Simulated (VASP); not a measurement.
# BeCdS3 (R-3c) in VASP: a series of runs, part 2 of 2

VASP 6.6.1. Earlier steps stand in the parts before.

## 3. Relaxation of cell and atoms, PBE

This run uses another cell than the first one, of 17.05 Å³/atom.

INCAR

```
PREC = Accurate
ENCUT = 600
EDIFF = 1E-6
ISMEAR = 0
SIGMA = 0.1
LREAL = F
LASPH = T
NELM = 100
ALGO = Normal
ISIF = 3
LWAVE = F
LCHARG = F
GGA = PE
IBRION = 2
NSW = 100
EDIFFG = -0.01
```

KPOINTS

```
Automatic mesh
0
Gamma
  6 6 6
```

POSCAR

```
BeCdS3
1.0
    3.2660458823      1.8856524693      4.6127882892
   -3.2660458823      1.8856524693      4.6127882892
    0.0000000000     -3.7713049386      4.6127882892
Be Cd S
2 2 6
Direct
    0.5000000000      0.5000000000      0.5000000000
    0.0000000000      0.0000000000      0.0000000000
    0.7500000000      0.7500000000      0.7500000000
    0.2500000000      0.2500000000      0.2500000000
    0.8543521167      0.2500000000      0.6456478833
    0.6456478833      0.8543521167      0.2500000000
    0.2500000000      0.6456478833      0.8543521167
    0.1456478833      0.7500000000      0.3543521167
    0.3543521167      0.1456478833      0.7500000000
    0.7500000000      0.3543521167      0.1456478833
```

Potentials or basis: VASP PAW PBE potentials, release 64 (Be, Cd, S).

Started as:

```bash
$ cat potpaw_PBE.64/Be/POTCAR potpaw_PBE.64/Cd/POTCAR potpaw_PBE.64/S/POTCAR > POTCAR
$ mpirun -np 1 vasp_std > vasp.out
```

OUTCAR:

```text
PREC = Accurate
   ENCUT = 600
   EDIFF = 1E-6
   ISMEAR = 0
   LREAL = F
   LASPH = T
   NELM = 100
   ISIF = 3
   GGA = PE
   IBRION = 2
   NSW = 100
   EDIFFG = -0.01

 ion  position               nearest neighbor table
   1  0.500  0.500  0.500-   6 2.31   9 2.31   7 2.31  10 2.31   5 2.31   8 2.31
   2  0.000  0.000  0.000-   6 2.31   9 2.31   8 2.31   5 2.31   7 2.31  10 2.31
   3  0.750  0.750  0.750-   8 2.58  10 2.58   9 2.58   6 3.06   6 3.06   5 3.06   7 3.06   5 3.06
                             7 3.06
   4  0.250  0.250  0.250-   5 2.58   7 2.58   6 2.58   9 3.06   9 3.06  10 3.06   8 3.06   8 3.06
                            10 3.06
   5  0.854  0.250  0.646-   2 2.31   1 2.31   4 2.58   3 3.06   3 3.06
   6  0.646  0.854  0.250-   1 2.31   2 2.31   4 2.58   3 3.06   3 3.06
   7  0.250  0.646  0.854-   1 2.31   2 2.31   4 2.58   3 3.06   3 3.06
   8  0.146  0.750  0.354-   2 2.31   1 2.31   3 2.58   4 3.06   4 3.06
   9  0.354  0.146  0.750-   1 2.31   2 2.31   3 2.58   4 3.06   4 3.06
[... 341 lines left out ...]
  ext. energy  EPLUGINS =         0.00000000
  ---------------------------------------------------
  free energy    TOTEN  =       -34.21909591 eV

  energy without entropy =      -34.19574680  energy(sigma->0) =      -34.20742136

 E-fermi :   4.2756     XC(G=0): -10.4149

 val. band max:        4.2367045556   @ k =   0.3333   0.3333   0.0000
 cond. band min:       4.2990493250   @ k =  -0.3333   0.1667  -0.0000
 fundamental gap:      0.0623447694
 Fermi energy:         4.2756256795

 k-point     1 :       0.0000    0.0000    0.0000
  band No.  band energies     occupation
      1      -9.7636      2.00000
      2      -8.0449      2.00000
      3      -8.0449      2.00000
      4      -7.1223      2.00000
      5      -7.1223      2.00000
      6      -7.0145      2.00000
[... 973 lines left out ...]
     37       9.0591      0.00000
     38       9.1134      0.00000

 [... further k-points ...]
[... 5 lines left out ...]
  --------------------------------------------------------------------------------------
  -------------------------------------------------------------------------------------
  Total       -0.0770500     -0.0770500     -0.0573220     -0.0000000      0.0000000      0.0000000
  in kB       -0.7233993     -0.7233993     -0.5381794     -0.0000000      0.0000000      0.0000000
  external PRESSURE =      -0.6616593 kB  Pullay stress =       0.0000000 kB
[... 25 lines left out ...]
  FREE ENERGIE OF THE ION-ELECTRON SYSTEM (eV)
  ---------------------------------------------------
  free  energy   TOTEN  =       -34.2190959148 eV

  energy  without entropy=      -34.1957468004  energy(sigma->0) =      -34.20742136

 reached required accuracy - stopping structural energy minimisation
```

CONTCAR:

```text
BeCdS3
   1.00000000000000
     3.2653657857609586    1.8852598153801297    4.6200925111366251
    -3.2653657857609586    1.8852598153801297    4.6200925111366251
    -0.0000000000000000   -3.7705196307602593    4.6200925111366251
  Be              Cd              S
     2     2     6
Direct
     0.5000000000000000    0.5000000000000000    0.5000000000000000
     0.0000000000000000    0.0000000000000000    1.0000000000000000
     0.7500000000000000    0.7500000000000000    0.7500000000000000
     0.2500000000000000    0.2500000000000000    0.2500000000000000
     0.8529838335507628    0.2500000000000000    0.6470161664492372
     0.6470161664492372    0.8529838335507628    0.2500000000000000
     0.2500000000000000    0.6470161664492372    0.8529838335507628
     0.1470161664492372    0.7500000000000000    0.3529838335507628
     0.3529838335507628    0.1470161664492371    0.7500000000000000
     0.7500000000000000    0.3529838335507628    0.1470161664492372

  0.00000000E+00  0.00000000E+00  0.00000000E+00
  0.00000000E+00  0.00000000E+00  0.00000000E+00
  0.00000000E+00  0.00000000E+00  0.00000000E+00
  0.00000000E+00  0.00000000E+00  0.00000000E+00
  0.00000000E+00  0.00000000E+00  0.00000000E+00
  0.00000000E+00  0.00000000E+00  0.00000000E+00
  0.00000000E+00  0.00000000E+00  0.00000000E+00
  0.00000000E+00  0.00000000E+00  0.00000000E+00
  0.00000000E+00  0.00000000E+00  0.00000000E+00
  0.00000000E+00  0.00000000E+00  0.00000000E+00
```

It took 6.7 min on 1 thread of AMD EPYC 9R45 (Zen 5), shared host; peak memory 0.45 GiB.

What came out:

| Property | Result |
| --- | --- |
| Free energy | -34.2191 eV |
| Relaxed volume | 17.06 Å³/atom |
| Relaxed cell | a = 5.963 Å, b = 5.963 Å, c = 5.963 Å, α = 66.40°, β = 66.40°, γ = 66.40° |
| Space group after relaxing (to 0.1 Å) | R-3c (No. 167) |
| Energy gained by relaxing | 0.2 meV/atom |
| Ionic steps | 4 |
| Pressure after relaxing | -0.1 GPa |
| Largest force after relaxing | 0.006 eV/Å |
| Band gap on the k mesh | zero (bands 32 and 33 overlap by 1.12 eV) |

Forces in eV/Å, atoms in the order of the input:
```
Be   0.000  0.000  0.000
Be   0.000  0.000  0.000
Cd   0.000  0.000  0.000
Cd   0.000  0.000  0.000
S   -0.003 -0.005  0.000
S    0.006  0.000  0.000
S   -0.003  0.005  0.000
S    0.003  0.005  0.000
S   -0.006  0.000  0.000
S    0.003 -0.005  0.000
```

Step by step:
| step | energy change (eV) | largest force (eV/Å) | pressure (GPa) | volume (Å³) |
| --- | --- | --- | --- | --- |
| 1 | 0.0000 | 0.0557 | 0.09 | 170.45 |
| 2 | -0.0008 | 0.0389 | -0.04 | 170.68 |
| 3 | -0.0012 | 0.0170 | -0.20 | 170.99 |
| 4 | -0.0017 | 0.0063 | -0.07 | 170.65 |

Final structure:
```xyz
10
Lattice="3.2654 1.8853 4.6201 -3.2654 1.8853 4.6201 0.0000 -3.7705 4.6201" Properties=species:S:1:pos:R:3 pbc="T T T"
Be    0.0000    0.0000    6.9301
Be    0.0000   -3.7705    4.6201
Cd    0.0000    0.0000   10.3952
Cd    0.0000    0.0000    3.4651
S     1.9690   -0.3602    8.0852
S    -0.6726    1.8853    8.0852
S    -1.2964   -1.5251    8.0852
S    -1.9690    0.3602    5.7751
S     0.6726   -1.8853    5.7751
S     1.2964    1.5251    5.7751
```

The gap in the log of VASP goes by the Fermi energy; the results here count the filled bands.